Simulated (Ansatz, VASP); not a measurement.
SnGe2Te3: VASP beside Ansatz

```
CELL_PARAMETERS angstrom
4.31633 -0.00025 0.00013
-2.15823 3.91108 -0.05747
0.00053 -0.30270 21.36835
ATOMIC_POSITIONS crystal
Sn 0.01225 0.02420 0.24769
Sn 0.01217 0.02406 0.74771
Ge 0.69116 0.38269 0.41797
Ge 0.69083 0.38266 0.91803
Ge 0.35790 0.71616 0.07743
Ge 0.35780 0.71580 0.57742
Te 0.31253 0.62483 0.34264
Te 0.31198 0.62436 0.84274
Te 0.64702 0.29348 0.16189
Te 0.64681 0.29313 0.66194
Te 0.97976 0.95946 0.00232
Te 0.97978 0.95919 0.50222
```

Change from the starting cell: cell x2, atoms moved at random (sigma 0.1 Å) and cell strained at random (1.5 %), then relaxed without symmetry.

Alike in both runs: functional PBE; k mesh 6 × 6 × 1; occupations gaussian, width 0.2 eV; no spin polarisation.

Ansatz relaxed the structure, and its values are those at the end. VASP's run is a single point on that final structure, the one shown.

|  | VASP | Ansatz |
| --- | --- | --- |
| version | VASP 6.6.1 | Ansatz 0.2.0 |
| potentials or method | VASP PAW PBE potentials, release 64 (Sn_d, Ge_d, Te), cutoff 520 eV | scalar-relativistic, plane waves, PAW |
| valence electrons in the cell | 120 | 180 |

```csv
,VASP,Ansatz,Ansatz less VASP
gap on the k mesh at the Fermi level (eV),0.53,0.53,+0.001
least direct gap on the mesh (eV),0.54,0.54,+0.001
pressure (GPa),0.0,0.0,0.00
rms of the force components (eV/Å),0.006,0.003,-0.0032
```

The functional is the same, so the differences come from potentials, cutoffs and numerics. VASP's potentials hold 120 valence electrons a cell and Ansatz's 180, so a difference there can come from the potentials and not from the codes.

Neither program's run includes spin-orbit coupling.
